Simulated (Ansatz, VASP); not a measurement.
# Cd2Se3 in VASP and in Ansatz

```
Cd Se
1.0
     4.45925    0.00000    0.00000
    -2.22963    3.86183    0.00000
     0.00000    0.00000    9.43695
Cd Se
2 3
Direct
  0.33333 0.66667 0.09174
  0.00000 0.00000 0.46054
  0.33333 0.66667 0.37990
  0.00000 0.00000 0.99907
  0.00000 0.00000 0.74974
```

Alike in both runs: functional PBE; k mesh 12 × 12 × 4; occupations gaussian, width 0.1 eV; no spin polarisation.

Ansatz relaxed the structure, and its values are those at the end. VASP's run is a single point on that final structure, the one shown.

|  | VASP | Ansatz |
| --- | --- | --- |
| version | VASP 6.6.1 | Ansatz 0.2.0 |
| potentials or method | VASP PAW PBE potentials, release 64 (Cd, Se), cutoff 520 eV | scalar-relativistic, plane waves, PAW |
| valence electrons in the cell | 42 | 88 |

|  | VASP | Ansatz | Ansatz less VASP |
| --- | --- | --- | --- |
| gap on the k mesh at the Fermi level (eV) | none | none | - |
| pressure (GPa) | 0.2 | 0.0 | -0.18 |

A gap of «none» marks a metal or a gap that the smearing closes. With one functional, cell and mesh, what is left measures potentials, basis and numerics. VASP's potentials hold 42 valence electrons a cell and Ansatz's 88, so a difference there can come from the potentials and not from the codes.
